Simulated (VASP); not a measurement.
Wanted: the native input for a VASP 6.6.1 run.

```
Task                   : single point
Functional             : PBEsol
Potentials or basis    : VASP PAW PBE potentials, release 64 (Os)
Cutoff                 : 520 eV
k mesh                 : 21 × 21 × 12
Occupations            : gaussian, width 0.15 eV
Spin                   : no spin polarisation
Dipole correction      : no
Further INCAR settings : ALGO = Fast; EDIFF = 1e-06; NBANDS = 15
```

The structure of Os lies in POSCAR:

```
Os
1.0
    2.7340999755      0.0000000000      0.0000000000
   -1.3670499878      2.4151560360      0.0000000000
    0.0000000000      0.0000000000      4.3197000000
Os
2
Direct
    0.3333333333      0.6666666667      0.2500000000
    0.6666666667      0.3333333333      0.7500000000
```

This cell differs from its parent crystal: strain +0.0200 x Voigt [0, 1, 0, 0, 0, 0].

One way to write it, as run:

INCAR

```
SYSTEM = Os
PREC     = Accurate       ! precision mode
ENCUT    = 520            ! plane-wave cutoff, eV
EDIFF    = 1E-6           ! SCF threshold, eV
ISMEAR   = 0              ! smearing method
SIGMA    = 0.15           ! smearing width, eV
LREAL    = .FALSE.        ! projectors in reciprocal space
LASPH    = .TRUE.         ! aspherical terms in the spheres
NELM     = 100            ! most SCF steps
ALGO     = Fast           ! electronic algorithm
ISIF     = 2              ! what is computed and relaxed
LWAVE    = .FALSE.        ! write WAVECAR
LCHARG   = .TRUE.         ! write CHGCAR
GGA      = PS             ! functional
LELF     = .TRUE.         ! ELF
LVHAR    = .TRUE.       
NBANDS   = 15             ! bands
```

KPOINTS

```
Automatic mesh
0
G
  21 21 12
  0 0 0
```

Potentials or basis: VASP PAW PBE potentials, release 64 (Os).

Command:

```console
$ cat potpaw_PBE.64/Os/POTCAR > POTCAR
$ mpirun -np 1 vasp_std > vasp.out
```

Results of the run:

The pressure is -10.2 GPa, the largest force is 0.040 eV/Å and the band gap on the k mesh is zero (band 8 reaches 10.97 eV, above the bottom of band 9 at 7.13 eV).

Caveat: the cell differs from its parent crystal (strain +0.0200 x Voigt [0, 1, 0, 0, 0, 0]); the PAW data sets were made with another functional, which shifts forces and pressure a little; spin-orbit coupling is left out, which moves the levels of the heavy elements.

Wall time 3.9 min on 1 thread of Intel(R) Xeon(R) Platinum 8375C CPU @ 2.90GHz (Ice Lake), with other jobs on the host, peak memory 0.41 GiB.
